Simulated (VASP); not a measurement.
Crystal: SbO5.

```
CELL_PARAMETERS angstrom
2.55989 0.00000 0.00000
-1.27994 2.21693 0.00000
0.00000 0.00000 12.44296
ATOMIC_POSITIONS crystal
Sb 0.00000 0.00000 0.00000
O 0.66667 0.33333 0.83533
O 0.00000 0.00000 0.66764
O 0.66667 0.33333 0.50000
O 0.00000 0.00000 0.33236
O 0.66667 0.33333 0.16467
```

The cell was generated, and may not be a known phase.

* Program: VASP 6.6.1
* Task: relaxation of cell and atoms
* Functional: PBE
* Potentials or basis: VASP PAW PBE potentials, release 64 (Sb_d_GW, O)
* Cutoff: 700 eV
* k mesh: 6 × 6 × 2
* Occupations: gaussian, width 0.1 eV
* Spin: no spin polarisation

At the start: pressure 10.1 GPa; volume 11.77 Å³/atom.

**Question.** How do energy, volume and symmetry change on relaxing?

**Answer.** Over 42 steps the energy falls by 1963.5 meV/atom and the volume is 15.54 Å³/atom (+32.1 %); space group P-6m2 (No. 187, to 0.1 Å) before and after.

Step by step:
| step | energy change (eV) | largest force (eV/Å) | pressure (GPa) | volume (Å³) |
| --- | --- | --- | --- | --- |
| 1 | 0.0000 | 1.7398 | 10.07 | 70.61 |
| 3 | -7.5301 | 0.9011 | -14.90 | 81.30 |
| 5 | -7.3161 | 2.0351 | -14.28 | 82.29 |
| 7 | -7.6525 | 1.8097 | -14.95 | 82.85 |
| 9 | -8.6129 | 1.1881 | -5.94 | 73.32 |
| 11 | -9.0211 | 0.8565 | 4.51 | 66.19 |
| 13 | -9.2059 | 0.8726 | -0.67 | 69.92 |
| 15 | -11.0794 | 2.6759 | 14.87 | 73.42 |
| 17 | -11.0918 | 2.8506 | 16.02 | 73.78 |
| 19 | -11.1705 | 2.6061 | 14.79 | 74.36 |
| 21 | -11.4531 | 1.6140 | 9.77 | 77.00 |
| 23 | -11.6533 | 1.0343 | -3.46 | 88.19 |
| 25 | -11.7285 | 0.2841 | 0.28 | 84.02 |
| 27 | -11.7333 | 0.2114 | 0.43 | 84.46 |
| 29 | -11.7344 | 0.2295 | 0.53 | 84.76 |
| 31 | -11.7401 | 0.0888 | -0.04 | 85.53 |
| 33 | -11.7440 | 0.2691 | -0.78 | 86.87 |
| 35 | -11.7553 | 0.2026 | -0.45 | 88.42 |
| 37 | -11.7701 | 0.2893 | 0.05 | 91.21 |
| 39 | -11.7801 | 0.1472 | -0.05 | 92.93 |
| 41 | -11.7806 | 0.0501 | 0.21 | 93.09 |
| 42 | -11.7809 | 0.0336 | 0.15 | 93.26 |

Final structure:
```
Sb O
1.0
     3.28562    0.00000    0.00000
    -1.64281    2.84543    0.00000
     0.00000    0.00000    9.97538
Sb O
1 5
Direct
  0.00000 0.00000 0.00000
  0.66667 0.33333 0.87869
  0.00000 0.00000 0.56585
  0.66667 0.33333 0.50000
  0.00000 0.00000 0.43415
  0.66667 0.33333 0.12131
```

Caveat: the k points lie up to 0.37 Å⁻¹ apart in the final cell, too coarse for converged energies and pressures of a metal; the volume moved by over 15 % at a fixed basis, so the end points are rough; an odd number of electrons without spin polarisation forces a metal; a magnetic or distorted state may lie lower.
